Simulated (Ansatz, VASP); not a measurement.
## ZnSe in VASP and in Ansatz

```xyz
4
Lattice="2.9293 2.9293 0.0000 -2.9293 2.9293 0.0000 0.0000 0.0000 5.3540" Properties=species:S:1:pos:R:3 pbc="T T T"
Zn    0.0000    0.0000    0.0000
Zn    0.0000    2.9293    2.6770
Se    1.4646    1.4646    1.3385
Se   -1.4646    1.4646    4.0155
```

Alike in both runs: task single point; functional PBEsol; k mesh 8 × 8 × 6; occupations gaussian, width 0.02 eV; no spin polarisation.

|  | VASP | Ansatz |
| --- | --- | --- |
| version | VASP 6.6.1 | Ansatz 0.2.0 |
| potentials or method | VASP PAW PBE potentials, release 64 (Zn, Se), cutoff 520 eV | scalar-relativistic, plane waves, PAW |
| valence electrons in the cell | 36 | 56 |

Ansatz gave:

* gap on the k mesh at the Fermi level (eV): 0.92
* least direct gap on the mesh (eV): 0.92
* pressure (GPa): -1.8
* traceless stress, the component that is largest in VASP (GPa): 1.85

Problem. What did VASP give for the same quantities?

Solution. gap on the k mesh at the Fermi level (eV): 0.93; least direct gap on the mesh (eV): 0.93; pressure (GPa): -1.6; traceless stress, the component that is largest in VASP (GPa): 1.84.

VASP's potentials were made for PBE, not for PBEsol. With one functional, cell and mesh, what is left measures potentials, basis and numerics. VASP's potentials hold 36 valence electrons a cell and Ansatz's 56, so a difference there can come from the potentials and not from the codes.
